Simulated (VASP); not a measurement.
A run of VASP 6.6.1:

INCAR

```
SYSTEM = Sb
  PREC = Accurate
  ENCUT = 520
  EDIFF = 1E-7
  ISMEAR = -1
  SIGMA = 0.15
  LREAL = .FALSE.
  LASPH = .TRUE.
  NELM = 60
  ALGO = Normal
  ISIF = 2
  LWAVE = .FALSE.
  LCHARG = .TRUE.
  GGA = PE
  LELF = .TRUE.
  LVHAR = .TRUE.
  NBANDS = 12
```

KPOINTS

```
regular mesh
0
G
  18 18 18
  0 0 0
```

Contents of POSCAR:

```
Sb
1.0
    2.1853677297      1.2617226470      3.8489645862
   -2.1853677297      1.2617226470      3.8489645862
    0.0000000000     -2.5234452940      3.8489645862
Sb
2
Direct
    0.2329673228      0.2329673228      0.2329673228
    0.7670326772      0.7670326772      0.7670326772
```

Potentials or basis: VASP PAW PBE potentials, release 64 (Sb).

Launch:

```console
$ cat potpaw_PBE.64/Sb/POTCAR > POTCAR
$ mpirun -np 1 vasp_std > vasp.out
```

Hardware: 1 thread of Intel(R) Xeon(R) 6975P-C (Granite Rapids) (shared host).

Question: Estimate the wall time of this run.

Answer: Wall time 2.4 min on 1 thread of Intel(R) Xeon(R) 6975P-C (Granite Rapids) (shared host), peak memory 0.49 GiB. Counts: scf iterations 11, k points 580.
